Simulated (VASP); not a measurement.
A run of VASP 6.6.1 is set up as follows.

File INCAR:

```
ALGO = Normal ; EDIFF = 1E-6
ENCUT = 520 ; GGA = PE
ISIF = 2 ; ISMEAR = -1
LASPH = True ; LCHARG = False
LREAL = False ; LWAVE = False
NBANDS = 8 ; NELM = 60
PREC = Accurate ; SIGMA = 0.05
```

KPOINTS

```
k-points
0
Gamma
  10 10 10
```

Contents of POSCAR:

```
Sb
1.0
    0.0000000000      2.3712425216      2.3712425216
    2.3712425216      0.0000000000      2.3712425216
    2.3712425216      2.3712425216      0.0000000000
Sb
1
Direct
    0.0000000000      0.0000000000      0.0000000000
```

Potentials or basis: VASP PAW PBE potentials, release 64 (Sb).

The run is started by

```sh
$ cat potpaw_PBE.64/Sb/POTCAR > POTCAR
$ mpirun -np 1 vasp_std > vasp.out
```

Q: What does it give for the pressure?

A: 1.7 GPa.
